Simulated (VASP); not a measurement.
# As in VASP: single point with PBEsol

Aim: the single point of As with PBEsol.

Program: VASP 6.6.1. These are calculated values, not measurements. Logs are shortened: lines on timing, memory, paths and dates and some standing lists are left out, and cuts for length are marked.

**1. The cell of the first run**

The cell holds a slab with vacuum, 4 atoms: a = 3.705 Å, b = 36.659 Å, c = 5.110 Å, α = 90.00°, β = 90.00°, γ = 90.00°.

**2. Single point, PBEsol (P replaced by As, lengths x 1.067, strained)**

Contents of INCAR:

```
SYSTEM = As
PREC = Accurate
ENCUT = 520
EDIFF = 1E-6
ISMEAR = 0
SIGMA = 0.1
LREAL = .FALSE.
LASPH = .TRUE.
NELM = 100
ALGO = Fast
ISIF = 2
LWAVE = .FALSE.
LCHARG = .TRUE.
GGA = PS
LELF = .TRUE.
LVHAR = .TRUE.
NBANDS = 18
```

Contents of KPOINTS:

```
regular mesh
0
G
  6 1 4
  0 0 0
```

Contents of POSCAR:

```
As
1.0
    3.7052271329      0.0000000000      0.0000000000
    0.0000000000     36.6593935902      0.0000000000
    0.0000000000      0.0000000000      5.1097884026
As
4
Direct
    0.0000000000      0.9707265004      0.5867011418
    0.0000000000      0.0292734996      0.4132988582
    0.5000000000      0.0292734996      0.0867011418
    0.5000000000      0.9707265004      0.9132988582
```

Potentials or basis: VASP PAW PBE potentials, release 64 (As).

Run with:

```console
> cat potpaw_PBE.64/As/POTCAR > POTCAR
> mpirun -np 1 vasp_std > vasp.out
```

OUTCAR:

```text
SYSTEM = As
   PREC = Accurate
   ENCUT = 520
   EDIFF = 1E-6
   ISMEAR = 0
   LREAL = .FALSE.
   LASPH = .TRUE.
   NELM = 100
   ISIF = 2
   GGA = PS

 ion  position               nearest neighbor table
   1  0.000  0.971  0.587-   2 2.32   4 2.49   4 2.49
   2  0.000  0.029  0.413-   1 2.32   3 2.49   3 2.49
   3  0.500  0.029  0.087-   4 2.32   2 2.49   2 2.49
   4  0.500  0.971  0.913-   3 2.32   1 2.49   1 2.49

  LATTYP: Found a simple orthorhombic cell.
 ALAT       =     3.7052271329
 B/A-ratio  =     1.3790756192
 C/A-ratio  =     9.8939666248

  Lattice vectors:

 A1 = (  -3.7052271329,   0.0000000000,   0.0000000000)
 A2 = (   0.0000000000,   0.0000000000,   5.1097884026)
 A3 = (   0.0000000000,  36.6593935902,   0.0000000000)

Analysis of symmetry for initial positions (statically):
=====================================================================
 Subroutine PRICEL returns:
 Original cell was already a primitive cell.

 Routine SETGRP: Setting up the symmetry group for a
 simple orthorhombic supercell.

 Subroutine GETGRP returns: Found  8 space group operations
 (whereof  4 operations were pure point group operations)
 out of a pool of  8 trial point group operations.

The static configuration has the point symmetry C_2h.
 The point group associated with its full space group is D_2h.

Analysis of symmetry for dynamics (positions and initial velocities):
=====================================================================
 Subroutine PRICEL returns:
 Original cell was already a primitive cell.

 Routine SETGRP: Setting up the symmetry group for a
 simple orthorhombic supercell.

 Subroutine GETGRP returns: Found  8 space group operations
 (whereof  4 operations were pure point group operations)
 out of a pool of  8 trial point group operations.

The dynamic configuration has the point symmetry C_2h.
 The point group associated with its full space group is D_2h.

 Subroutine INISYM returns: Found  8 space group operations
 (whereof  4 operations are pure point group operations),
 and found     1 'primitive' translations

----------------------------------------------------------------------------------------

                                     Primitive cell

  volume of cell :     694.0696

  direct lattice vectors                    reciprocal lattice vectors
     3.705227133  0.000000000  0.000000000     0.269888988  0.000000000  0.000000000
     0.000000000 36.659393590  0.000000000     0.000000000  0.027278138  0.000000000
     0.000000000  0.000000000  5.109788403     0.000000000  0.000000000  0.195702820

  length of vectors
     3.705227133 36.659393590  5.109788403     0.269888988  0.027278138  0.195702820

  position of ions in fractional coordinates (direct lattice)
     0.000000000  0.970726500  0.586701142
     0.000000000  0.029273500  0.413298858
     0.500000000  0.029273500  0.086701142
     0.500000000  0.970726500  0.913298858

  ion indices of the primitive-cell ions
   primitive index   ion index
                 1           1
                 2           2
                 3           3
                 4           4

----------------------------------------------------------------------------------------

 KPOINTS: regular mesh

Automatic generation of k-mesh.
 Grid dimensions read from file:
 generate k-points for:    6    1    4

 Generating k-lattice:

  Cartesian coordinates                     Fractional coordinates (reciprocal lattice)
     0.044981498  0.000000000  0.000000000     0.166666667  0.000000000  0.000000000
     0.000000000  0.027278138  0.000000000     0.000000000  1.000000000  0.000000000
     0.000000000  0.000000000  0.048925705     0.000000000  0.000000000  0.250000000

  Length of vectors
     0.044981498  0.027278138  0.048925705

  Shift w.r.t. Gamma in fractional coordinates (k-lattice)
     0.000000000  0.000000000  0.000000000

 Subroutine IBZKPT returns following result:
 ===========================================

 Found     12 irreducible k-points:

 Following reciprocal coordinates:
            Coordinates               Weight
  0.000000  0.000000  0.000000      1.000000
  0.166667  0.000000  0.000000      2.000000
  0.333333  0.000000  0.000000      2.000000
  0.500000  0.000000  0.000000      1.000000
  0.000000  0.000000  0.250000      2.000000
  0.166667  0.000000  0.250000      4.000000
  0.333333  0.000000  0.250000      4.000000
  0.500000  0.000000  0.250000      2.000000
  0.000000  0.000000  0.500000      1.000000
  0.166667  0.000000  0.500000      2.000000
  0.333333  0.000000  0.500000      2.000000
  0.500000  0.000000  0.500000      1.000000
   k-points           NKPTS =     12   k-points in BZ     NKDIM =     12   number of bands    NBANDS=     18
   number of dos      NEDOS =    301   number of ions     NIONS =      4
   total plane-waves  NPLWV = 313600
   dimension x,y,z NGX =    28 NGY =  280 NGZ =   40
   dimension x,y,z NGXF=    56 NGYF=  560 NGZF=   80
   ions per type =               4
   NGX,Y,Z   is equivalent  to a cutoff of  12.56, 12.70, 13.01 a.u.
   NGXF,Y,Z  is equivalent  to a cutoff of  25.13, 25.40, 26.03 a.u.
 SYSTEM =  As
   PREC   = accura    normal or accurate (medium, high low for compatibility)
   ISTART =      0    job   : 0-new  1-cont  2-samecut
   ICHARG =      2    charge: 1-file 2-atom 10-const
   ISPIN  =      1    spin polarized calculation?
   LNONCOLLINEAR =      F non collinear calculations
   LSORBIT =      F    spin-orbit coupling
   LASPH  =      T    aspherical Exc in radial PAW
   ENCUT  =  520.0 eV  38.22 Ry    6.18 a.u.   6.89 68.16  9.50*2*pi/ulx,y,z
   NELM   =    100;   NELMIN=  2; NELMDL= -5     # of ELM steps
   EDIFF  = 0.1E-05   stopping-criterion for ELM
   LREAL  =      F    real-space projection
   EDIFFG = 0.1E-04   stopping-criterion for IOM
   NSW    =      0    number of steps for IOM
   IBRION =     -1    ionic relax: 0-MD 1-quasi-New 2-CG
   NFREE  =      0    steps in history (QN), initial steepest desc. (CG)
   ISIF   =      2    stress and relaxation
   ISYM   =      2    0-nonsym 1-usesym 2-fastsym
   POTIM  = 0.5000    time-step for ionic-motion
   TEBEG  =    0.0;   TEEND  =   0.0 temperature during run
   PSTRESS=    0.0 pullay stress
   NELECT =      20.0000    total number of electrons
   NUPDOWN=      -1.0000    fix difference up-down
   EMIN   =  10.00;   EMAX   =-10.00  energy-range for DOS
   EFERMI =   0.00;   METHOD = LEGACY
   ISMEAR =     0;   SIGMA  =   0.10  broadening in eV -4-tet -1-fermi 0-gaus
   EFERMI_NEDOS =   21; number of points for ismear=-14 and -15
   IALGO  =     68    algorithm
   IMIX   =      4    mixing-type and parameters
     AMIX     =   0.40;   BMIX     =  1.00
     AMIX_MAG =   1.60;   BMIX_MAG =  1.00
  volume/ion in A,a.u.               =     173.52      1170.95
  Fermi-wavevector in a.u.,A,eV,Ry     =   0.501900  0.948453  3.427356  0.251904
  Thomas-Fermi vector in A             =   1.510645
   LORBIT       =      0    0 simple, 1 ext, 2 COOP (PROOUT), +10 PAW based schemes
   GGA     = PS    functional components
   LHFCALC =     F    Hartree Fock is set to
   AEXX    =    0.0000 exact exchange contribution
   IVDW    =     0    specifies the selected vdW correction
   LEPSILON=     F    determine dielectric tensor
   LRPA    =     F    only Hartree local field effects (RPA)
 non-spin polarized calculation
 RMM-DIIS sequential band-by-band and
 Gauss-broadening in eV      SIGMA  =   0.10
  energy-cutoff  :      520.00
  volume of cell :      694.07
 maximum number of plane-waves:     18762
 NGX is ok and might be reduce to    28
   NGX = 13   NGY =137   NGZ = 19

 number of electron      20.0000002 magnetization

 Free energy of the ion-electron system (eV)
  ---------------------------------------------------
  ext. energy  EPLUGINS =         0.00000000
  ---------------------------------------------------
  free energy    TOTEN  =       -19.52830024 eV

  energy without entropy =      -19.52830024  energy(sigma->0) =      -19.52830024

 E-fermi :  -3.4270     XC(G=0):  -1.6531

 val. band max:       -3.8508923065   @ k =   0.0000   0.0000   0.0000
 cond. band min:      -2.7630425011   @ k =   0.0000   0.0000   0.2500
 fundamental gap:      1.0878498055
 Fermi energy:        -3.4269822841

 k-point     1 :       0.0000    0.0000    0.0000
  band No.  band energies     occupation
      1     -18.0562      2.00000
      2     -15.4256      2.00000
      3     -13.9861      2.00000
      4      -9.6774      2.00000
      5      -8.3993      2.00000
      6      -7.5472      2.00000
[... 10 lines left out ...]
     17       1.2026      0.00000
     18       1.3812      0.00000

 k-point     2 :       0.1667    0.0000    0.0000
  band No.  band energies     occupation
      1     -17.8083      2.00000
      2     -15.1466      2.00000
      3     -14.1806      2.00000
      4     -10.0851      2.00000
      5      -8.2224      2.00000
      6      -7.6678      2.00000
[... 10 lines left out ...]
     17       1.2196      0.00000
     18       1.5057      0.00000

 k-point     3 :       0.3333    0.0000    0.0000
  band No.  band energies     occupation
      1     -17.0931      2.00000
      2     -14.8985      2.00000
      3     -14.3231      2.00000
      4     -11.4050      2.00000
      5      -8.3864      2.00000
      6      -7.8926      2.00000
[... 10 lines left out ...]
     17       2.0498      0.00000
     18       2.1116      0.00000

 k-point     4 :       0.5000    0.0000    0.0000
  band No.  band energies     occupation
      1     -16.0244      2.00000
      2     -16.0244      2.00000
      3     -13.0124      2.00000
      4     -13.0124      2.00000
      5      -8.1220      2.00000
      6      -8.1220      2.00000
[... 10 lines left out ...]
     17       2.9708      0.00000
     18       2.9708      0.00000

 k-point     5 :       0.0000    0.0000    0.2500
  band No.  band energies     occupation
      1     -17.8046      2.00000
      2     -16.1009      2.00000
      3     -13.3703      2.00000
      4     -10.8166      2.00000
      5      -7.4374      2.00000
      6      -6.8584      2.00000
[... 10 lines left out ...]
     17       1.3878      0.00000
     18       1.5506      0.00000

 k-point     6 :       0.1667    0.0000    0.2500
  band No.  band energies     occupation
      1     -17.5632      2.00000
      2     -15.8930      2.00000
      3     -13.4506      2.00000
      4     -10.9655      2.00000
      5      -7.9127      2.00000
      6      -7.5339      2.00000
[... 10 lines left out ...]
     17       1.5863      0.00000
     18       1.6074      0.00000

 k-point     7 :       0.3333    0.0000    0.2500
  band No.  band energies     occupation
      1     -16.8795      2.00000
      2     -15.5103      2.00000
      3     -13.6793      2.00000
      4     -11.8164      2.00000
      5      -8.6565      2.00000
      6      -7.7647      2.00000
[... 10 lines left out ...]
     17       2.0249      0.00000
     18       2.4199      0.00000

 k-point     8 :       0.5000    0.0000    0.2500
  band No.  band energies     occupation
      1     -15.9494      2.00000
      2     -15.9494      2.00000
      3     -13.1059      2.00000
      4     -13.1059      2.00000
      5      -8.2359      2.00000
      6      -8.2359      2.00000
[... 10 lines left out ...]
     17       2.7456      0.00000
     18       2.7456      0.00000

 k-point     9 :       0.0000    0.0000    0.5000
  band No.  band energies     occupation
      1     -17.0943      2.00000
      2     -17.0943      2.00000
      3     -12.2401      2.00000
      4     -12.2401      2.00000
      5      -6.1842      2.00000
      6      -6.1842      2.00000
[... 10 lines left out ...]
     17       2.1804      0.00000
     18       2.1804      0.00000

 k-point    10 :       0.1667    0.0000    0.5000
  band No.  band energies     occupation
      1     -16.8721      2.00000
      2     -16.8721      2.00000
      3     -12.2931      2.00000
      4     -12.2931      2.00000
      5      -7.4881      2.00000
      6      -7.4881      2.00000
[... 10 lines left out ...]
     17       2.4269      0.00000
     18       2.4277      0.00000

 k-point    11 :       0.3333    0.0000    0.5000
  band No.  band energies     occupation
      1     -16.2952      2.00000
      2     -16.2952      2.00000
      3     -12.7282      2.00000
      4     -12.7282      2.00000
      5      -8.4223      2.00000
      6      -8.4223      2.00000
[... 10 lines left out ...]
     17       2.4620      0.00000
     18       2.4620      0.00000

 k-point    12 :       0.5000    0.0000    0.5000
  band No.  band energies     occupation
      1     -15.8677      2.00000
      2     -15.8677      2.00000
      3     -13.2130      2.00000
      4     -13.2130      2.00000
      5      -8.0833      2.00000
      6      -8.0833      2.00000
[... 10 lines left out ...]
     17       3.0111      0.00000
     18       3.0115      0.00000

------------------------ aborting loop because EDIFF is reached ----------------------------------------

  FORCE on cell =-STRESS in cart. coord.  units (eV):
  Direction    XX          YY          ZZ          XY          YZ          ZX
  --------------------------------------------------------------------------------------
  -------------------------------------------------------------------------------------
  Total       -1.9839976      6.6350402     -0.2975990      0.0000000     -0.0000000      0.0000000
  in kB       -4.5798230     15.3162030     -0.6869720      0.0000000     -0.0000000      0.0000000
  external PRESSURE =       3.3498027 kB  Pullay stress =       0.0000000 kB

 VOLUME and BASIS-vectors are now :
 -----------------------------------------------------------------------------
  energy-cutoff  :      520.00
  volume of cell :      694.07
      direct lattice vectors                 reciprocal lattice vectors
     3.705227133  0.000000000  0.000000000     0.269888988  0.000000000  0.000000000
     0.000000000 36.659393590  0.000000000     0.000000000  0.027278138  0.000000000
     0.000000000  0.000000000  5.109788403     0.000000000  0.000000000  0.195702820

 POSITION                                       TOTAL-FORCE (eV/Angst)
 -----------------------------------------------------------------------------------
      0.00000     35.58624      2.99792        -0.000000     -1.546222      0.274338
      0.00000      1.07315      2.11187        -0.000000      1.546222     -0.274338
      1.85261      1.07315      0.44302        -0.000000      1.546222      0.274338
      1.85261     35.58624      4.66676         0.000000     -1.546222     -0.274338
 -----------------------------------------------------------------------------------
    total drift:                                0.000000     -0.000000      0.000000

  FREE ENERGIE OF THE ION-ELECTRON SYSTEM (eV)
  ---------------------------------------------------
  free  energy   TOTEN  =       -19.5283002384 eV

  energy  without entropy=      -19.5283002384  energy(sigma->0) =      -19.52830024
```

Wall time 2.4 min (1 thread of Intel Xeon 6975P-C (Granite Rapids), shared host); peak memory 0.69 GiB.

Results:

```yaml
Free_energy: -19.5283 eV
Largest_force: 1.570 eV/Å
Band_gap_on_the_k_mesh: 1.09 eV (least direct gap 1.46 eV)
```

Forces on the atoms (eV/Å):
```
As   0.000 -1.546  0.274
As   0.000  1.546 -0.274
As   0.000  1.546  0.274
As   0.000 -1.546 -0.274
```

Levels at points of the mesh, in eV from the valence-band top:
```
           k point  band 8  band 9  band 10  band 11  band 12  band 13
(0.00, 0.00, 0.00)   -0.98   -0.81     0.00     1.70     1.89     1.89
(0.50, 0.00, 0.00)   -2.43   -1.57    -1.57     1.33     1.33     2.43
(0.00, 0.00, 0.50)   -2.03   -1.41    -1.41     1.52     1.52     3.37
(0.50, 0.00, 0.50)   -3.89   -0.70    -0.70     2.57     2.57     3.70
```

Caveat: the cell differs from its parent crystal (P replaced by As, lengths x 1.067, strained); the PAW data sets were made with another functional, which shifts forces and pressure a little.
